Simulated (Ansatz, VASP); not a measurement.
# One calculation of GaH3, two programs

```
Ga H
1.0
     2.46559   -2.91236    0.00000
     2.46559    2.91236    0.00000
     0.00000    0.00000    2.62125
Ga H
1 3
Cartesian
  0.0000 0.0000 0.0000
  2.4656 1.0218 0.0000
  2.4656 -1.0218 0.0000
  2.4656 0.0000 0.0000
```

Alike in both runs: functional PBE; k mesh 6 × 6 × 6; occupations gaussian, width 0.1 eV; no spin polarisation.

Ansatz relaxed the structure, and its values are those at the end. VASP's run is a single point on that final structure, the one shown.

|  | VASP | Ansatz |
| --- | --- | --- |
| version | VASP 6.6.1 | Ansatz 0.2.0 |
| potentials or method | VASP PAW PBE potentials, release 64 (Ga_d, H), cutoff 520 eV | scalar-relativistic, plane waves, PAW |
| valence electrons in the cell | 16 | 16 |

Ansatz gave:

- gap on the k mesh at the Fermi level (eV): none
- pressure (GPa): 0.0
- rms of the force components (eV/Å): 0.000

Which values does VASP return?

gap on the k mesh at the Fermi level (eV): none; pressure (GPa): -0.1; rms of the force components (eV/Å): 0.005.

A gap of «none» marks a metal or a gap that the smearing closes.

The k mesh is coarse, so the values compare programs but aren't converged.
